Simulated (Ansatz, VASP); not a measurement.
# Two plane-wave programs on BeS

```
Be S
1.0
     2.32346   -2.33746    0.00000
     2.32346    2.33746    0.00000
     0.00000    0.00000    5.84392
Be S
2 2
Direct
  0.50000 0.00000 0.50000
  0.00000 0.50000 0.00000
  0.00000 0.00000 0.25000
  0.00000 0.00000 0.75000
```

Change from the starting cell: species swapped into the AgO type (Cccm, No. 66).

Alike in both runs: functional PBE; k mesh 4 × 4 × 3; occupations gaussian, width 0.15 eV; no spin polarisation.

Ansatz relaxed the structure, and its values are those at the end. VASP's run is a single point on that final structure, the one shown.

|  | VASP | Ansatz |
| --- | --- | --- |
| version | VASP 6.6.1 | Ansatz 0.2.0 |
| potentials or method | VASP PAW PBE potentials, release 64 (Be, S), cutoff 600 eV | scalar-relativistic, plane waves, PAW |
| valence electrons in the cell | 16 | 16 |

```csv
,VASP,Ansatz,Ansatz less VASP
gap on the k mesh at the Fermi level (eV),none,none,-
pressure (GPa),0.4,0.4,-0.01
```

A gap of «none» marks a metal or a gap that the smearing closes.

The k mesh is coarse, so the values compare programs but aren't converged.
